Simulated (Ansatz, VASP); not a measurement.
## One calculation of HfC, two programs

File INCAR:

```
SYSTEM = HfC
  PREC = Accurate
  ENCUT = 520
  EDIFF = 1E-6
  ISMEAR = -1
  SIGMA = 0.08
  LREAL = .FALSE.
  LASPH = .TRUE.
  NELM = 100
  ALGO = Normal
  ISIF = 2
  LWAVE = .FALSE.
  LCHARG = .FALSE.
  GGA = CA
  NBANDS = 14
```

File KPOINTS:

```
regular mesh
0
G
  17 17 17
  0 0 0
```

The input POSCAR:

```
HfC
1.0
    0.0000000000      1.9702841091      1.9702841091
    1.9702841091      0.0000000000      1.9702841091
    1.9702841091      1.9702841091      0.0000000000
Hf C
1 1
Direct
    0.0000000000      0.0000000000      0.0000000000
    0.5000000000      0.5000000000      0.5000000000
```

Input for Ansatz:

```yaml
crystal:
  lattice:
    - [0.0, 1.9702841091, 1.9702841091]
    - [1.9702841091, 0.0, 1.9702841091]
    - [1.9702841091, 1.9702841091, 0.0]
  atoms:
    - { symbol: Hf, position: [0.0, 0.0, 0.0] }
    - { symbol: C, position: [0.5, 0.5, 0.5] }
kpoints:
  mp_grid: { grid: [17, 17, 17] }
scf:
  occupations: { method: fermi_dirac, width: 0.08 }
hamiltonian:
  xc: lda
  pseudopotentials: { kind: paw }
output:
  forces: true
  stress: true
  eigenvalues: true
  populations: true
```

Change from the starting cell: volume scaled by 0.64, PAW files.

Alike in both runs: task single point; functional LDA; k mesh 17 × 17 × 17; occupations fermi-dirac, width 0.08 eV; no spin polarisation.

```csv
,VASP,Ansatz
version,VASP 6.6.1,Ansatz 0.2.0
potentials or method,"VASP PAW LDA potentials, release 64 (Hf_pv, C)","PAW with Ansatz's default frozen-core files, scalar-relativistic"
plane-wave cutoff (eV),520,420
valence electrons in the cell,14,30
```

Ansatz gave:

- pressure (GPa): 276.6

Estimate VASP's values.

pressure (GPa): 290.2.

LDA's correlation is that of Perdew and Zunger in VASP and of Perdew and Wang (1992) in Ansatz. Both programs put the cell under a high pressure, so it lies far from rest at this level. VASP's potentials hold 14 valence electrons a cell and Ansatz's 30, so a difference there can come from the potentials and not from the codes.

Spin-orbit coupling is off throughout. Noted on VASP's run: the cell as given lies far from equilibrium.
